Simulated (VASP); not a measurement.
A run of VASP 6.6.1 is set up as follows.

The input INCAR:

```
SYSTEM = CdS
PREC = Accurate ; ENCUT = 600
EDIFF = 1E-8 ; ISMEAR = 0
SIGMA = 0.01 ; LREAL = .FALSE.
LASPH = .TRUE. ; NELM = 100
ALGO = Normal ; ISIF = 3
LWAVE = .FALSE. ; LCHARG = .FALSE.
METAGGA = R2SCAN ; LMIXTAU = .TRUE.
IBRION = 6 ; NFREE = 2
POTIM = 0.015 ; NSW = 1
```

Contents of KPOINTS:

```
Automatic mesh
0
G
  8 8 8
  0 0 0
```

File POSCAR:

```
CdS
1.0
    0.0000000000      2.6401667406      2.6401667406
    2.6401667406      0.0000000000      2.6401667406
    2.6401667406      2.6401667406      0.0000000000
Cd S
1 1
Direct
    0.0000000000      0.0000000000      0.0000000000
    0.5000000000      0.5000000000      0.5000000000
```

Potentials or basis: VASP PAW PBE potentials, release 64 (Cd, S).

The run is started by

```console
$ cat potpaw_PBE.64/Cd/POTCAR potpaw_PBE.64/S/POTCAR > POTCAR
$ mpirun -np 1 vasp_std > vasp.out
```

Problem. Predict the elastic constants C11, C12, C44.

Solution. 221, 68, 38 GPa.

Problem. Estimate the Voigt bulk modulus.

Solution. 119 GPa.

Problem. What does it give for the highest phonon frequency at Γ, LO-TO splitting left out?

Solution. 200 cm⁻¹.

Elastic tensor in Voigt notation (GPa, in the Cartesian axes of the cell as first typed):
```
221  68  68   0   0   0
 68 221  68   0   0   0
 68  68 221   0   0   0
  0   0   0  38   0   0
  0   0   0   0  38   0
  0   0   0   0   0  38
```

Caveat: the cell is under stress, which shifts elastic constants; the PAW data sets were made with another functional, which shifts forces and pressure a little.
